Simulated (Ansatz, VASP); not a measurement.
**Two plane-wave programs on Fe**

File POSCAR:

```
Fe
1.0
   -1.2324727939      1.2324727939      3.6107022369
    1.2324727939     -1.2324727939      3.6107022369
    1.2324727939      1.2324727939     -3.6107022369
Fe
2
Direct
    0.8513469090      0.8513469090      0.0000000000
    0.1486530910      0.1486530910      0.0000000000
```

File INCAR.step1:

```
PREC     = Accurate       # precision mode
ENCUT    = 600            # plane-wave cutoff, eV
ISMEAR   = 0              # smearing method
SIGMA    = 0.1            # smearing width, eV
LREAL    = False          # projectors in reciprocal space
LASPH    = True           # aspherical terms in the spheres
NELM     = 100            # most SCF steps
GGA      = PE             # functional
ALGO     = Normal         # electronic algorithm
EDIFF    = 1E-4           # SCF threshold, eV
LWAVE    = True           # write WAVECAR
LCHARG   = False          # write CHGCAR
```

File INCAR.step2:

```
PREC     = Accurate       # precision mode
ENCUT    = 600            # plane-wave cutoff, eV
EDIFF    = 1E-6           # SCF threshold, eV
ISMEAR   = 0              # smearing method
SIGMA    = 0.1            # smearing width, eV
LREAL    = False          # projectors in reciprocal space
LASPH    = True           # aspherical terms in the spheres
NELM     = 100            # most SCF steps
ALGO     = Normal         # electronic algorithm
ISIF     = 3              # what is computed and relaxed
LWAVE    = False          # write WAVECAR
LCHARG   = False          # write CHGCAR
METAGGA  = R2SCAN         # meta-GGA
LMIXTAU  = True         
IBRION   = 2              # ionic algorithm
NSW      = 90             # ionic steps
EDIFFG   = -0.04          # ionic threshold
ISTART   = 1
```

The input KPOINTS:

```
regular mesh
0
Gamma
  10 10 10
```

Input for Ansatz:

```yaml
crystal:
  lattice:
    - [-1.2324727939, 1.2324727939, 3.6107022369]
    - [1.2324727939, -1.2324727939, 3.6107022369]
    - [1.2324727939, 1.2324727939, -3.6107022369]
  atoms:
    - { symbol: Fe, position: [0.851346909, 0.851346909, 0.0] }
    - { symbol: Fe, position: [0.148653091, 0.148653091, 0.0] }
basis:
  ecutwfc: 500
kpoints:
  mp_grid: { grid: [10, 10, 10] }
hamiltonian:
  xc: r2scan
scf:
  occupations: { method: gaussian, width: 0.1 }
  lower_state_search: "off"
output:
  forces: true
  stress: true
  eigenvalues: true
relax:
  adjacent_minimum: "off"
  f_tol: 0.04
  max_steps: 70
  cell: { stress_tol: 0.4 }
```

Alike in both runs: task relaxation of cell and atoms; functional r2SCAN; k mesh 10 × 10 × 10; occupations gaussian, width 0.1 eV; no spin polarisation.

|  | VASP | Ansatz |
| --- | --- | --- |
| version | VASP 6.6.1 | Ansatz 0.2.0 |
| potentials or method | VASP PAW PBE potentials, release 64 (Fe), cutoff 600 eV | scalar-relativistic, plane waves, PAW |
| valence electrons in the cell | 16 | 32 |

Ansatz gave:

```
gap on the k mesh at the Fermi level, each at its own relaxed structure (eV) : none
relaxed volume (Å³/atom)                                                     : 10.97
relaxed cell length with the largest relative difference (Å)                 : 4.009
```

Q: Which values does VASP return?

A: gap on the k mesh at the Fermi level, each at its own relaxed structure (eV): none; relaxed volume (Å³/atom): 10.97; relaxed cell length with the largest relative difference (Å): 4.004.

VASP's potentials were made for PBE, not for r2SCAN. A gap of «none» marks a metal or a gap that the smearing closes. VASP's potentials hold 16 valence electrons a cell and Ansatz's 32, so a difference there can come from the potentials and not from the codes.

The k mesh is coarse, so the values compare programs but aren't converged.
